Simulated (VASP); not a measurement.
# Be3Ag in VASP: a series of runs

The runs below take Be3Ag through single point, with PBE.

Everything below comes from runs of VASP 6.6.1. Logs are shortened: lines on timing, memory, paths and dates and some standing lists are left out, and cuts for length are marked.

## 1. The cell of the first run

The cell holds a disordered packing, 20 atoms: a = 5.997 Å, b = 5.839 Å, c = 6.053 Å, α = 89.94°, β = 93.12°, γ = 89.84°.

## 2. Single point, PBE

Input file INCAR:

```
  PREC = Accurate
  ENCUT = 400
  EDIFF = 1E-6
  ISMEAR = -1
  SIGMA = 0.0741
  LREAL = Auto
  LASPH = T
  NELM = 120
  ALGO = Normal
  ISIF = 2
  LWAVE = F
  LCHARG = T
  GGA = PE
  LELF = T
  LVHAR = T
  ISYM = -1
  NBANDS = 58
  GGA_COMPAT = F
```

Input file KPOINTS:

```
explicit points
1
Reciprocal
  0.25000000   0.25000000   0.25000000 1
```

Input file POSCAR:

```
Be3Ag
1.0
    5.9946500000      0.0085350000     -0.1640780000
    0.0085350000      5.8394660000      0.0032650000
   -0.1640780000      0.0032650000      6.0504030000
Be Ag
15 5
Direct
    0.6413705636      0.6048362593      0.8536386765
    0.6474375164      0.2095637187      0.7178898707
    0.4573235117      0.8241204487      0.5085462859
    0.3937948948      0.6018471720      0.2128215340
    0.6883531859      0.3387938201      0.0584723782
    0.0761960792      0.3140540412      0.2798685829
    0.9801990286      0.4054945305      0.6607893981
    0.3639532378      0.4966869232      0.5743518302
    0.5457139538      0.9768316949     -0.0092309060
    0.9386935732      0.0842261296      0.9465942956
    0.2023089305      0.9712142938      0.1814536040
    0.1702277499      0.1106834463      0.5751561090
    0.7266752262      0.4805567865      0.4210753234
    0.1077953390      0.7122156058      0.4220985709
    0.8705215044      0.1188288748      0.4018146314
    0.3009817018      0.3032598064      0.9331676472
    0.8213695923      0.8572131949      0.6610425585
    0.2616002138      0.7766154424      0.8400525040
    0.9116453283      0.7208272303      0.1252692492
    0.4566496865      0.2080119574      0.3530602851
```

Potentials or basis: VASP PAW PBE potentials, release 64 (Be, Ag).

Command:

```console
> cat potpaw_PBE.64/Be/POTCAR potpaw_PBE.64/Ag/POTCAR > POTCAR
> mpirun -np 1 vasp_std > vasp.out
```

OUTCAR:

```text
PREC = Accurate
   ENCUT = 400
   EDIFF = 1E-6
   ISMEAR = -1
   LREAL = Auto
   LASPH = T
   NELM = 120
   ISIF = 2
   GGA = PE
   ISYM = -1

 ion  position               nearest neighbor table
   1  0.641  0.605  0.854-   5 2.00  17 2.20  19 2.35  18 2.48  16 2.76
   2  0.647  0.210  0.718-   5 2.20   9 2.25  10 2.29  17 2.34   7 2.34  20 2.43  16 2.57
   3  0.457  0.824  0.509-   8 2.04   4 2.23  14 2.23  17 2.33  18 2.40  20 2.43
   4  0.394  0.602  0.213-   3 2.23  14 2.28   8 2.29  20 2.47  16 2.47  18 2.56  19 2.99
   5  0.688  0.339  0.058-   1 2.00   2 2.20  10 2.24   9 2.31  13 2.35  16 2.41  20 2.44  19 2.63

   6  0.076  0.314  0.280-  15 1.86  12 2.19  11 2.23  20 2.38  16 2.56  19 2.72
   7  0.980  0.405  0.661-  13 2.09  12 2.14   2 2.34  15 2.36  16 2.53  17 2.80  18 2.92
   8  0.364  0.497  0.574-   3 2.04  14 2.15  20 2.24   4 2.29  18 2.40  16 2.49
   9  0.546  0.977  0.991-  18 2.22   2 2.25   5 2.31  16 2.42  20 2.65  19 2.74  17 2.75
  10  0.939  0.084  0.947-  11 2.17   5 2.24  17 2.26   2 2.29  19 2.39  16 2.53  18 2.74
  11  0.202  0.971  0.181-  10 2.17  14 2.20   6 2.23  20 2.27  19 2.29  18 2.40  16 2.54
  12  0.170  0.111  0.575-  15 2.03   7 2.14   6 2.19  20 2.31  16 2.53  18 2.56  17 2.64
  13  0.727  0.481  0.421-   7 2.09  15 2.28  20 2.30   5 2.35  19 2.57  17 2.68
  14  0.108  0.712  0.422-  19 2.09   8 2.15  11 2.20   3 2.23   4 2.28  17 2.45  18 2.67
  15  0.871  0.119  0.402-   6 1.86  12 2.03  17 2.22  13 2.28   7 2.36  20 2.54  19 2.88
  16  0.301  0.303  0.933-   5 2.41   9 2.42   4 2.47   8 2.49  10 2.53  12 2.53   7 2.53  11 2.54
                             6 2.56   2 2.57  20 2.72   1 2.76  18 2.83  18 3.13
  17  0.821  0.857  0.661-   1 2.20  15 2.22  10 2.26   3 2.33   2 2.34  14 2.45  12 2.64  13 2.68
                             9 2.75   7 2.80  18 2.84  19 2.94  19 3.41  20 3.46
  18  0.262  0.777  0.840-   9 2.22   3 2.40   8 2.40  11 2.40   1 2.48   4 2.56  12 2.56  14 2.67
                            10 2.74  19 2.81  16 2.83  17 2.84   7 2.92  16 3.13
  19  0.912  0.721  0.125-  14 2.09  11 2.29   1 2.35  10 2.39  13 2.57   5 2.63   6 2.72   9 2.74
                            18 2.81  15 2.88  17 2.94   4 2.99  17 3.41
  20  0.457  0.208  0.353-   8 2.24  11 2.27  13 2.30  12 2.31   6 2.38   3 2.43   2 2.43   5 2.44
                             4 2.47  15 2.54   9 2.65  16 2.72  17 3.46

IMPORTANT INFORMATION: All symmetrisations will be switched off!
NOSYMM: (Re-)initialisation of all symmetry stuff for point group C_1.

----------------------------------------------------------------------------------------

                                     Primitive cell

  volume of cell :     211.6400

  direct lattice vectors                    reciprocal lattice vectors
     5.994650000  0.008535000 -0.164078000     0.166939677 -0.000246531  0.004527291
     0.008535000  5.839466000  0.003265000    -0.000246531  0.171248951 -0.000099097
    -0.164078000  0.003265000  6.050403000     0.004527291 -0.000099097  0.165401074

  length of vectors
     5.996901121  5.839473150  6.052628248     0.167001236  0.171249157  0.165463051

  position of ions in fractional coordinates (direct lattice)
     0.641370564  0.604836259  0.853638676
     0.647437516  0.209563719  0.717889871
     0.457323512  0.824120449  0.508546286
     0.393794895  0.601847172  0.212821534
     0.688353186  0.338793820  0.058472378
     0.076196079  0.314054041  0.279868583
[... 12 lines left out ...]
     0.911645328  0.720827230  0.125269249
     0.456649687  0.208011957  0.353060285

  ion indices of the primitive-cell ions
   primitive index   ion index
                 1           1
                 2           2
                 3           3
                 4           4
                 5           5
                 6           6
[... 12 lines left out ...]
                19          19
                20          20

----------------------------------------------------------------------------------------

 KPOINTS: explicit points

Read explicit list of k-points.

 Found      1 k-points:

 Following reciprocal coordinates:
            Coordinates               Weight
  0.250000  0.250000  0.250000      1.000000
   k-points           NKPTS =      1   k-points in BZ     NKDIM =      1   number of bands    NBANDS=     58
   number of dos      NEDOS =    301   number of ions     NIONS =     20
   total plane-waves  NPLWV =  64000
   dimension x,y,z NGX =    40 NGY =   40 NGZ =   40
   dimension x,y,z NGXF=    80 NGYF=   80 NGZF=   80
   ions per type =              15   5
   NGX,Y,Z   is equivalent  to a cutoff of  11.09, 11.39, 10.99 a.u.
   NGXF,Y,Z  is equivalent  to a cutoff of  22.18, 22.78, 21.97 a.u.
 SYSTEM =  unknown system
   PREC   = accura    normal or accurate (medium, high low for compatibility)
   ISTART =      0    job   : 0-new  1-cont  2-samecut
   ICHARG =      2    charge: 1-file 2-atom 10-const
   ISPIN  =      1    spin polarized calculation?
   LNONCOLLINEAR =      F non collinear calculations
   LSORBIT =      F    spin-orbit coupling
   LASPH  =      T    aspherical Exc in radial PAW
   ENCUT  =  400.0 eV  29.40 Ry    5.42 a.u.   9.78  9.52  9.87*2*pi/ulx,y,z
   NELM   =    120;   NELMIN=  2; NELMDL= -5     # of ELM steps
   EDIFF  = 0.1E-05   stopping-criterion for ELM
   LREAL  =      T    real-space projection
   EDIFFG = 0.1E-04   stopping-criterion for IOM
   NSW    =      0    number of steps for IOM
   IBRION =     -1    ionic relax: 0-MD 1-quasi-New 2-CG
   NFREE  =      0    steps in history (QN), initial steepest desc. (CG)
   ISIF   =      2    stress and relaxation
   ISYM   =     -1    0-nonsym 1-usesym 2-fastsym
   POTIM  = 0.5000    time-step for ionic-motion
   TEBEG  =    0.0;   TEEND  =   0.0 temperature during run
   PSTRESS=    0.0 pullay stress
   NELECT =      85.0000    total number of electrons
   NUPDOWN=      -1.0000    fix difference up-down
   EMIN   =  10.00;   EMAX   =-10.00  energy-range for DOS
   EFERMI =   0.00;   METHOD = LEGACY
   ISMEAR =    -1;   SIGMA  =   0.07  broadening in eV -4-tet -1-fermi 0-gaus
   EFERMI_NEDOS =   21; number of points for ismear=-14 and -15
   IALGO  =     38    algorithm
   IMIX   =      4    mixing-type and parameters
     AMIX     =   0.40;   BMIX     =  1.00
     AMIX_MAG =   1.60;   BMIX_MAG =  1.00
  volume/ion in A,a.u.               =      10.58        71.41
  Fermi-wavevector in a.u.,A,eV,Ry     =   1.207856  2.282517 19.849765  1.458917
  Thomas-Fermi vector in A             =   2.343481
   LORBIT       =      0    0 simple, 1 ext, 2 COOP (PROOUT), +10 PAW based schemes
   GGA     = PE    functional components
   LHFCALC =     F    Hartree Fock is set to
   AEXX    =    0.0000 exact exchange contribution
   IVDW    =     0    specifies the selected vdW correction
   LEPSILON=     F    determine dielectric tensor
   LRPA    =     F    only Hartree local field effects (RPA)
 non-spin polarized calculation
  energy-cutoff  :      400.00
  volume of cell :      211.64
 maximum number of plane-waves:      3849
 NGX is ok and might be reduce to    40
   NGX = 19   NGY = 19   NGZ = 19

 number of electron      84.9999992 magnetization

 Free energy of the ion-electron system (eV)
  ---------------------------------------------------
  ext. energy  EPLUGINS =         0.00000000
  ---------------------------------------------------
  free energy    TOTEN  =       -65.64260430 eV

  energy without entropy =      -65.53940305  energy(sigma->0) =      -65.59100367

 E-fermi :   7.6711     XC(G=0): -11.1299

 val. band max:        6.6691505394   @ k =   0.2500   0.2500   0.2500
 cond. band min:       7.6712524379   @ k =   0.2500   0.2500   0.2500
 fundamental gap:      1.0021018985
 Fermi energy:         7.6711467783

 k-point     1 :       0.2500    0.2500    0.2500
  band No.  band energies     occupation
      1      -1.8983      2.00000
      2      -0.6680      2.00000
      3      -0.5472      2.00000
      4      -0.4070      2.00000
      5       0.0255      2.00000
      6       0.1757      2.00000
[... 46 lines left out ...]
     53      11.8009      0.00000
     54      11.8804      0.00000
 [bands above 54 left out]

------------------------ aborting loop because EDIFF is reached ----------------------------------------

  FORCE on cell =-STRESS in cart. coord.  units (eV):
  Direction    XX          YY          ZZ          XY          YZ          ZX
  --------------------------------------------------------------------------------------
  -------------------------------------------------------------------------------------
  Total        7.5689625      9.5664116      5.0502684      0.0876690     -7.7292302      1.8738375
  in kB       57.2992845     72.4205650     38.2320255      0.6636804    -58.5125583     14.1855043
  external PRESSURE =      55.9839583 kB  Pullay stress =       0.0000000 kB

 VOLUME and BASIS-vectors are now :
 -----------------------------------------------------------------------------
  energy-cutoff  :      400.00
  volume of cell :      211.64
      direct lattice vectors                 reciprocal lattice vectors
     5.994650000  0.008535000 -0.164078000     0.166939677 -0.000246531  0.004527291
     0.008535000  5.839466000  0.003265000    -0.000246531  0.171248951 -0.000099097
    -0.164078000  0.003265000  6.050403000     0.004527291 -0.000099097  0.165401074

 POSITION                                       TOTAL-FORCE (eV/Angst)
 -----------------------------------------------------------------------------------
      3.70989      3.54018      5.06160        -1.217763     -0.431538     -0.643144
      3.76516      1.23161      4.23798         0.080109      0.982956     -0.260351
      2.66509      4.81799      3.00456        -0.330303      1.029176     -0.391757
      2.33088      3.51852      1.22501         0.314415      0.477357     -0.193918
      4.11973      1.98444      0.24194         0.816261     -0.728820      1.276586
      0.41353      1.83547      1.68184         0.322588      1.952641     -0.666284
[... 12 lines left out ...]
      5.45059      4.21744      0.61070        -1.641138     -1.007156     -0.858215
      2.68130      1.21973      2.06191         1.199734     -0.905080     -0.653612
 -----------------------------------------------------------------------------------
    total drift:                                0.001707      0.002324      0.001339

  FREE ENERGIE OF THE ION-ELECTRON SYSTEM (eV)
  ---------------------------------------------------
  free  energy   TOTEN  =       -65.6426042988 eV

  energy  without entropy=      -65.5394030489  energy(sigma->0) =      -65.59100367
```

It took 16 s on 1 thread of AMD EPYC 9R45 (Zen 5), shared host; peak memory 0.2 GiB.

Results:

```yaml
Free_energy: -65.6426 eV
Pressure: 5.6 GPa
Largest_force: 2.108 eV/Å
Band_gap_on_the_k_mesh: zero (an odd number of electrons rules out a gap without spin polarisation)
```

Forces on the atoms (eV/Å):
```
Be  -1.218 -0.432 -0.643
Be   0.080  0.983 -0.260
Be  -0.330  1.029 -0.392
Be   0.314  0.477 -0.194
Be   0.816 -0.729  1.277
Be   0.323  1.953 -0.666
Be  -0.434 -0.014  0.521
Be   0.070 -0.744  0.379
Be   1.163 -0.025  0.469
Be   0.014  1.100  0.100
Be   0.251 -0.069  0.786
Be   0.412 -0.948  0.529
Be   0.259  1.012 -0.079
Be   0.588  0.146  1.916
Be  -1.750 -0.506 -0.327
Ag  -0.254  0.039 -0.810
Ag   0.877 -0.959 -0.441
Ag  -0.741 -0.403 -0.652
Ag  -1.641 -1.007 -0.858
Ag   1.200 -0.905 -0.654
```

Stress tensor (GPa, compression positive):
```
 5.73  0.07  1.42
 0.07  7.24 -5.85
 1.42 -5.85  3.82
```

Caveat: the atoms stand as in a frame of molecular dynamics.

## 3. Single point, PBE

Input file INCAR:

```
SYSTEM = Be3Ag
  ALGO = Normal
  EDIFF = 1E-6
  ENCUT = 400
  GGA = PE
  GGA_COMPAT = .False.
  ISIF = 2
  ISMEAR = -1
  ISYM = -1
  LASPH = .True.
  LCHARG = .False.
  LREAL = Auto
  LWAVE = .False.
  NBANDS = 58
  NELM = 120
  PREC = Accurate
  SIGMA = 0.0741
```

KPOINTS is that of step 2.

Input file POSCAR:

```
Be3Ag
1.0
    5.9946500000      0.0085350000     -0.1640780000
    0.0085350000      5.8394660000      0.0032650000
   -0.1640780000      0.0032650000      6.0504030000
Be Ag
15 5
Direct
    0.5871473211      0.6312228246      0.8338361950
    0.6896385668      0.2988254085      0.7176483702
    0.4370844238      0.8545717098      0.5203800080
    0.4390268034      0.6967086487      0.2178990203
    0.7304222434      0.3361327606      0.0539109126
    0.1003839959      0.3514113926      0.3152660157
    1.0036300736      0.4195704100      0.6719368475
    0.3553733420      0.4999312552      0.5587508256
    0.5523268379      0.9605839246     -0.0114173591
    1.0102011943      0.1078670342      0.8955754857
    0.2208694046      0.9885496139      0.2367596333
    0.2109640760      0.1379351192      0.6110208205
    0.6903913979      0.5455772213      0.4523354445
    0.0996577362      0.7202099643      0.4409868494
    0.8611889413      0.0526590134      0.2524453706
    0.3184463009      0.3206390126      0.9134604994
    0.8234702975      0.9182035071      0.6546769571
    0.2178163392      0.7614369692      0.8240872183
    0.8753649900      0.7038257493      0.1057356255
    0.5061104495      0.1884639006      0.3371539475
```

Potentials or basis: VASP PAW PBE potentials, release 64 (Be, Ag).

Command:

```console
> cat potpaw_PBE.64/Be/POTCAR potpaw_PBE.64/Ag/POTCAR > POTCAR
> mpirun -np 1 vasp_std > vasp.out
```

Wall time 16 s (1 thread of AMD EPYC 9R45 (Zen 5), shared host); peak memory 0.2 GiB.

Results (log left out):

| Quantity | Value |
| --- | --- |
| Free energy | -65.1760 eV |
| Pressure | 6.3 GPa |
| Largest force | 2.474 eV/Å |
| Band gap on the k mesh | zero (an odd number of electrons rules out a gap without spin polarisation) |

Forces in eV/Å, atoms in the order of the input:
```
Be   0.462 -0.355 -0.305
Be  -1.076 -0.990 -0.425
Be   0.314 -0.050  0.643
Be   0.022 -1.110 -0.657
Be  -0.096 -0.283  0.669
Be  -0.393  0.018 -0.785
Be  -0.378  0.432 -0.205
Be   0.395 -0.723 -0.196
Be   0.123  1.516 -0.372
Be  -0.902  0.992  2.079
Be  -1.355 -0.310 -0.857
Be  -0.393 -1.422 -1.477
Be   1.330  0.406 -0.267
Be  -0.570  0.215 -0.167
Be   0.347  0.433  0.814
Ag   1.489  0.492  1.740
Ag  -0.981 -0.627 -1.486
Ag   0.375  0.733  0.798
Ag   0.334 -0.698  0.252
Ag   0.953  1.333  0.208
```

Stress tensor (GPa, compression positive):
```
 6.23 -0.51  1.55
-0.51  9.67  0.06
 1.55  0.06  2.99
```

Levels at points of the mesh, in eV from the Fermi level:
```tsv
k point	band 39	band 40	band 41	band 42	band 43	band 44	band 45	band 46
(0.25, 0.25, 0.25)	-1.76	-1.53	-1.24	-0.78	0.00	0.37	1.16	1.72
```

Caveat: the atoms stand as in a frame of molecular dynamics.
